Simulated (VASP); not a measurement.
# CdSe (F-43m) in VASP: notebook

CdSe is run at these levels: PBE; tasks: single point.

All numbers are computed with VASP 6.6.1; they aren't measurements. Logs are shortened: lines on timing, memory, paths and dates and some standing lists are left out, and cuts for length are marked.

### 1 The cell of the first run

It takes space group F-43m (No. 216, cubic). The conventional cell has a = 6.197 Å, b = 6.197 Å, c = 6.197 Å, α = 90.00°, β = 90.00°, γ = 90.00°. Cd (site symmetry -43m) has 4 Se at 2.68 Å within 3.5 Å. Within 3.5 Å of Se (site symmetry -43m) lie 4 Cd at 2.68 Å.

### 2 Single point, PBE

File INCAR:

```
  PREC = Accurate
  ENCUT = 520
  EDIFF = 1E-6
  ISMEAR = 0
  SIGMA = 0.02
  LREAL = F
  LASPH = T
  NELM = 60
  ALGO = Normal
  ISIF = 2
  LWAVE = F
  LCHARG = F
  GGA = PE
  NBANDS = 16
```

File KPOINTS:

```
regular mesh
0
Gamma
  10 10 10
```

File POSCAR:

```
CdSe
1.0
    0.0000000000      3.0984146735      3.0984146735
    3.0984146735      0.0000000000      3.0984146735
    3.0984146735      3.0984146735      0.0000000000
Cd Se
1 1
Direct
    0.0000000000      0.0000000000      0.0000000000
    0.7500000000      0.7500000000      0.7500000000
```

Potentials or basis: VASP PAW PBE potentials, release 64 (Cd, Se).

Command:

```
cat potpaw_PBE.64/Cd/POTCAR potpaw_PBE.64/Se/POTCAR > POTCAR
mpirun -np 1 vasp_std > vasp.out
```

OUTCAR:

```text
PREC = Accurate
   ENCUT = 520
   EDIFF = 1E-6
   ISMEAR = 0
   LREAL = F
   LASPH = T
   NELM = 60
   ISIF = 2
   GGA = PE

 ion  position               nearest neighbor table
   1  0.000  0.000  0.000-   2 2.68   2 2.68   2 2.68   2 2.68
   2  0.750  0.750  0.750-   1 2.68   1 2.68   1 2.68   1 2.68

  LATTYP: Found a face centered cubic cell.
 ALAT       =     6.1968293470

  Lattice vectors:

 A1 = (   0.0000000000,   3.0984146735,   3.0984146735)
 A2 = (   3.0984146735,   0.0000000000,   3.0984146735)
 A3 = (   3.0984146735,   3.0984146735,   0.0000000000)

Analysis of symmetry for initial positions (statically):
=====================================================================
 Subroutine PRICEL returns:
 Original cell was already a primitive cell.

 Routine SETGRP: Setting up the symmetry group for a
 face centered cubic supercell.

 Subroutine GETGRP returns: Found 24 space group operations
 (whereof 24 operations were pure point group operations)
 out of a pool of 48 trial point group operations.

The static configuration has the point symmetry T_d .

Analysis of symmetry for dynamics (positions and initial velocities):
=====================================================================
 Subroutine PRICEL returns:
 Original cell was already a primitive cell.

 Routine SETGRP: Setting up the symmetry group for a
 face centered cubic supercell.

 Subroutine GETGRP returns: Found 24 space group operations
 (whereof 24 operations were pure point group operations)
 out of a pool of 48 trial point group operations.

The dynamic configuration has the point symmetry T_d .

 Subroutine INISYM returns: Found 24 space group operations
 (whereof 24 operations are pure point group operations),
 and found     1 'primitive' translations

----------------------------------------------------------------------------------------

                                     Primitive cell

  volume of cell :      59.4906

  direct lattice vectors                    reciprocal lattice vectors
     0.000000000  3.098414674  3.098414674    -0.161372848  0.161372848  0.161372848
     3.098414674  0.000000000  3.098414674     0.161372848 -0.161372848  0.161372848
     3.098414674  3.098414674  0.000000000     0.161372848  0.161372848 -0.161372848

  length of vectors
     4.381820053  4.381820053  4.381820053     0.279505972  0.279505972  0.279505972

  position of ions in fractional coordinates (direct lattice)
     0.000000000  0.000000000  0.000000000
     0.750000000  0.750000000  0.750000000

[... 76 lines left out ...]
   EDIFF  = 0.1E-05   stopping-criterion for ELM
   LREAL  =      F    real-space projection
   EDIFFG = 0.1E-04   stopping-criterion for IOM
   NSW    =      0    number of steps for IOM
   IBRION =     -1    ionic relax: 0-MD 1-quasi-New 2-CG
   NFREE  =      0    steps in history (QN), initial steepest desc. (CG)
   ISIF   =      2    stress and relaxation
   ISYM   =      2    0-nonsym 1-usesym 2-fastsym
   POTIM  = 0.5000    time-step for ionic-motion
   TEBEG  =    0.0;   TEEND  =   0.0 temperature during run
   PSTRESS=    0.0 pullay stress
   NELECT =      18.0000    total number of electrons
   NUPDOWN=      -1.0000    fix difference up-down
   EMIN   =  10.00;   EMAX   =-10.00  energy-range for DOS
   EFERMI =   0.00;   METHOD = LEGACY
   ISMEAR =     0;   SIGMA  =   0.02  broadening in eV -4-tet -1-fermi 0-gaus
   EFERMI_NEDOS =   21; number of points for ismear=-14 and -15
   IALGO  =     38    algorithm
   IMIX   =      4    mixing-type and parameters
     AMIX     =   0.40;   BMIX     =  1.00
     AMIX_MAG =   1.60;   BMIX_MAG =  1.00
  volume/ion in A,a.u.               =      29.75       200.73
  Fermi-wavevector in a.u.,A,eV,Ry     =   1.099047  2.076897 16.434525  1.207904
  Thomas-Fermi vector in A             =   2.235435
   LORBIT       =      0    0 simple, 1 ext, 2 COOP (PROOUT), +10 PAW based schemes
   GGA     = PE    functional components
   LHFCALC =     F    Hartree Fock is set to
   AEXX    =    0.0000 exact exchange contribution
   IVDW    =     0    specifies the selected vdW correction
   LEPSILON=     F    determine dielectric tensor
   LRPA    =     F    only Hartree local field effects (RPA)
 non-spin polarized calculation
 Gauss-broadening in eV      SIGMA  =   0.02
  energy-cutoff  :      520.00
  volume of cell :       59.49
 maximum number of plane-waves:      1639
 NGX is ok and might be reduce to    36
   NGX = 17   NGY = 17   NGZ = 17

 number of electron      18.0000000 magnetization

 Free energy of the ion-electron system (eV)
  ---------------------------------------------------
  ext. energy  EPLUGINS =         0.00000000
  ---------------------------------------------------
  free energy    TOTEN  =        -5.49992449 eV

  energy without entropy =       -5.49992449  energy(sigma->0) =       -5.49992449

 E-fermi :   0.6250     XC(G=0):  -8.6340

 val. band max:        0.5124552022   @ k =   0.0000   0.0000   0.0000
 cond. band min:       1.0052998933   @ k =   0.0000   0.0000   0.0000
 fundamental gap:      0.4928446911
 Fermi energy:         0.6249743006

 k-point     1 :       0.0000    0.0000    0.0000
  band No.  band energies     occupation
      1     -11.7831      2.00000
      2      -7.2487      2.00000
      3      -7.2487      2.00000
      4      -7.2487      2.00000
      5      -6.9313      2.00000
      6      -6.9313      2.00000
[... 433 lines left out ...]
      3      -7.0834      2.00000
      4      -7.0374      2.00000
      5      -6.8937      2.00000
      6      -6.7794      2.00000
[... 8 lines left out ...]
     15      12.5869      0.00000
     16      13.8667      0.00000

 [... further k-points ...]

------------------------ aborting loop because EDIFF is reached ----------------------------------------

  FORCE on cell =-STRESS in cart. coord.  units (eV):
  Direction    XX          YY          ZZ          XY          YZ          ZX
  --------------------------------------------------------------------------------------
  -------------------------------------------------------------------------------------
  Total        0.0852842      0.0852842      0.0852842      0.0000000      0.0000000      0.0000000
  in kB        2.2968395      2.2968395      2.2968395      0.0000000      0.0000000      0.0000000
  external PRESSURE =       2.2968395 kB  Pullay stress =       0.0000000 kB

 VOLUME and BASIS-vectors are now :
 -----------------------------------------------------------------------------
  energy-cutoff  :      520.00
  volume of cell :       59.49
      direct lattice vectors                 reciprocal lattice vectors
     0.000000000  3.098414674  3.098414674    -0.161372848  0.161372848  0.161372848
     3.098414674  0.000000000  3.098414674     0.161372848 -0.161372848  0.161372848
     3.098414674  3.098414674  0.000000000     0.161372848  0.161372848 -0.161372848

 POSITION                                       TOTAL-FORCE (eV/Angst)
 -----------------------------------------------------------------------------------
      0.00000      0.00000      0.00000        -0.000000     -0.000000     -0.000000
      4.64762      4.64762      4.64762         0.000000      0.000000      0.000000
 -----------------------------------------------------------------------------------
    total drift:                                0.000000      0.000000      0.000000

  FREE ENERGIE OF THE ION-ELECTRON SYSTEM (eV)
  ---------------------------------------------------
  free  energy   TOTEN  =        -5.4999244891 eV

  energy  without entropy=       -5.4999244891  energy(sigma->0) =       -5.49992449
```

OSZICAR:

```text
N       E                     dE             d eps       ncg     rms          rms(c)
DAV:   1     0.107492571976E+03    0.10749E+03   -0.86332E+03  1512   0.997E+02
DAV:   2    -0.176405809038E+01   -0.10926E+03   -0.10306E+03  1792   0.247E+02
DAV:   3    -0.586704071405E+01   -0.41030E+01   -0.40950E+01  1856   0.499E+01
DAV:   4    -0.588402924173E+01   -0.16989E-01   -0.16988E-01  1856   0.320E+00
DAV:   5    -0.588414019557E+01   -0.11095E-03   -0.11095E-03  1888   0.226E-01    0.553E+00
DAV:   6    -0.551926454289E+01    0.36488E+00   -0.55837E-01  2200   0.852E+00    0.447E+00
DAV:   7    -0.549869124470E+01    0.20573E-01   -0.13558E-01  1792   0.243E+00    0.197E+00
DAV:   8    -0.549958027111E+01   -0.88903E-03   -0.12128E-02  1704   0.131E+00    0.240E-01
DAV:   9    -0.549980440758E+01   -0.22414E-03   -0.13405E-03  1848   0.447E-01    0.490E-02
DAV:  10    -0.549987304930E+01   -0.68642E-04   -0.14799E-04  1904   0.148E-01    0.443E-02
DAV:  11    -0.549992471338E+01   -0.51664E-04   -0.84367E-05  1808   0.571E-02    0.174E-02
DAV:  12    -0.549992448915E+01    0.22424E-06   -0.13663E-06  1696   0.124E-02
   1 F= -.54999245E+01 E0= -.54999245E+01  d E =-.607498E-18
```

stdout:

```text
POSCAR found type information on POSCAR CdSe
 POSCAR found :  2 types and       2 ions
 scaLAPACK will be used
 LDA part: xc-table for (Slater+PW92), standard interpolation
 POSCAR, INCAR and KPOINTS ok, starting setup
 FFT: planning ... GRIDC
 FFT: planning ... GRID_SOFT
 FFT: planning ... GRID
 WAVECAR not read
 entering main loop
```

Run time: 60 s. Hardware: 1 thread of AMD EPYC 7R13, shared host; peak memory 0.19 GiB.

What came out:

```
Free energy            : -5.4999 eV
Pressure               : 0.2 GPa
Band gap on the k mesh : 0.49 eV, direct
```

### 3 Single point, PBE

File INCAR:

```
SYSTEM = CdSe
PREC = Accurate ; ENCUT = 520
EDIFF = 1E-6 ; ISMEAR = 0
SIGMA = 0.05 ; LREAL = .False.
LASPH = .True. ; NELM = 100
ALGO = Normal ; ISIF = 2
LWAVE = .False. ; LCHARG = .False.
GGA = PE ; NBANDS = 16
```

File KPOINTS:

```
regular mesh
0
Gamma
  10 10 10
  0 0 0
```

POSCAR is that of step 2.

Potentials or basis: VASP PAW PBE potentials, release 64 (Cd, Se).

Command:

```
cat potpaw_PBE.64/Cd/POTCAR potpaw_PBE.64/Se/POTCAR > POTCAR
mpirun -np 1 vasp_std > vasp.out
```

OUTCAR:

```text
SYSTEM = CdSe
   PREC = Accurate
   ENCUT = 520
   EDIFF = 1E-6
   ISMEAR = 0
   LREAL = .False.
   LASPH = .True.
   NELM = 100
   ISIF = 2
   GGA = PE

 ion  position               nearest neighbor table
   1  0.000  0.000  0.000-   2 2.68   2 2.68   2 2.68   2 2.68
   2  0.750  0.750  0.750-   1 2.68   1 2.68   1 2.68   1 2.68

  LATTYP: Found a face centered cubic cell.
 ALAT       =     6.1968293470

  Lattice vectors:

 A1 = (   0.0000000000,   3.0984146735,   3.0984146735)
[... 642 lines left out ...]

------------------------ aborting loop because EDIFF is reached ----------------------------------------

  FORCE on cell =-STRESS in cart. coord.  units (eV):
  Direction    XX          YY          ZZ          XY          YZ          ZX
  --------------------------------------------------------------------------------------
  -------------------------------------------------------------------------------------
  Total        0.0852842      0.0852842      0.0852842      0.0000000      0.0000000     -0.0000000
  in kB        2.2968394      2.2968394      2.2968394      0.0000000      0.0000000     -0.0000000
  external PRESSURE =       2.2968394 kB  Pullay stress =       0.0000000 kB

 VOLUME and BASIS-vectors are now :
 -----------------------------------------------------------------------------
  energy-cutoff  :      520.00
  volume of cell :       59.49
      direct lattice vectors                 reciprocal lattice vectors
     0.000000000  3.098414674  3.098414674    -0.161372848  0.161372848  0.161372848
     3.098414674  0.000000000  3.098414674     0.161372848 -0.161372848  0.161372848
     3.098414674  3.098414674  0.000000000     0.161372848  0.161372848 -0.161372848

 POSITION                                       TOTAL-FORCE (eV/Angst)
 -----------------------------------------------------------------------------------
      0.00000      0.00000      0.00000         0.000000      0.000000      0.000000
      4.64762      4.64762      4.64762        -0.000000     -0.000000     -0.000000
 -----------------------------------------------------------------------------------
    total drift:                                0.000000      0.000000      0.000000

  FREE ENERGIE OF THE ION-ELECTRON SYSTEM (eV)
  ---------------------------------------------------
  free  energy   TOTEN  =        -5.4999244892 eV

  energy  without entropy=       -5.4999244892  energy(sigma->0) =       -5.49992449
```

Wall time 66 s (1 thread of AMD EPYC 7R13, shared host); peak memory 0.2 GiB.

What came out:

* Free energy: -5.4999 eV
* Pressure: 0.2 GPa
* Band gap on the k mesh: 0.49 eV, direct
